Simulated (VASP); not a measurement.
## Au: single point with PBE+D3(BJ)

Au:

```
Au
1.0
     2.88250    0.00000    0.00000
    -1.44125    2.49632    0.00000
     0.00000    0.00000    4.80466
Au
2
Direct
  0.33333 0.66667 0.75000
  0.66667 0.33333 0.25000
```

This isn't the form of Au at room conditions, which is fcc.

```json
{"Program": "VASP 6.6.1", "Task": "single point", "Functional": "PBE", "Dispersion": "D3(BJ)", "Potentials or basis": "VASP PAW PBE potentials, release 64 (Au)", "Cutoff": "520 eV", "k mesh": "18 × 18 × 10", "Occupations": "gaussian, width 0.1 eV", "Spin": "no spin polarisation", "Dipole correction": "no", "Further INCAR settings": "ALGO = Fast; EDIFF = 1e-06; NBANDS = 18"}
```

```yaml
Pressure: -0.2 GPa
Band_gap_on_the_k_mesh: zero (bands 11 and 12 overlap by 6.87 eV)
Dispersion_energy_per_atom: -0.656 eV
```

Levels at points of the mesh, in eV from the Fermi level:
```tsv
k point	band 9	band 10	band 11	band 12	band 13	band 14
(0.00, 0.00, 0.00)	-3.52	-2.15	-2.15	-0.99	2.74	14.59
(0.50, 0.00, 0.00)	-1.87	-1.68	0.38	1.55	5.81	7.32
(0.00, 0.00, 0.50)	-2.60	-2.60	-2.60	-2.60	10.74	10.74
(0.50, 0.00, 0.50)	-1.75	-1.75	0.52	0.52	3.92	3.92
```

Run time: 48 s on 1 thread of Intel(R) Xeon(R) Platinum 8559C (Emerald Rapids), on a shared host, peak memory 0.25 GiB.

Caveat: spin-orbit coupling is left out, which moves the levels of the heavy elements.
